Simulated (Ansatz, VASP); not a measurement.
## Sr: VASP beside Ansatz

Contents of INCAR:

```
PREC = Accurate
ENCUT = 500
EDIFF = 1E-6
ISMEAR = -1
SIGMA = 0.1
LREAL = False
LASPH = True
NELM = 120
ALGO = Normal
ISIF = 2
LWAVE = False
LCHARG = True
GGA = B5
ALDAX = 1.0
AGGAX = 1.0
AGGAC = 1.0
ALDAC = 0.0
LELF = True
LVHAR = True
NBANDS = 11
GGA_COMPAT = False
```

File KPOINTS:

```
Automatic mesh
0
Gamma
  9 9 9
```

POSCAR

```
Sr
1.0
    4.1190565822      0.0000000000      0.0000000000
    0.0000000000      4.1190565822      0.0000000000
    0.0000000000      0.0000000000      4.1190565822
Sr
1
Direct
    0.0000000000      0.0000000000      0.0000000000
```

Input for Ansatz:

```yaml
crystal:
  lattice:
    - [4.1190565822, 0.0, 0.0]
    - [0.0, 4.1190565822, 0.0]
    - [0.0, 0.0, 4.1190565822]
  atoms:
    - { symbol: Sr, position: [0.0, 0.0, 0.0] }
hamiltonian:
  xc: blyp
  pseudopotentials:
    kind: paw
    azcp:
      Sr: "pseudopotentials/Sr.paw.azcp"
basis:
  ecutwfc: 420
  fft_grid_basis: typed
kpoints:
  mp_grid: { grid: [9, 9, 9], shift: [0, 0, 0] }
magnetization:
  spin_polarized: false
scf:
  occupations: { method: fermi_dirac, width: 0.1 }
  lower_state_search: "off"
output:
  stress: true
```

Alike in both runs: task single point; functional BLYP; k mesh 9 × 9 × 9; occupations fermi-dirac, width 0.1 eV; no spin polarisation.

|  | VASP | Ansatz |
| --- | --- | --- |
| version | VASP 6.6.1 | Ansatz 0.2.0 |
| potentials or method | VASP PAW PBE potentials, release 64 (Sr_sv), cutoff 500 eV | plane waves (420 eV) with PAW, scalar-relativistic |
| valence electrons in the cell | 10 | 10 |

```csv
,VASP,Ansatz,Ansatz less VASP
pressure (GPa),-0.4,-0.4,+0.04
```

VASP's potentials were made for PBE, not for BLYP.
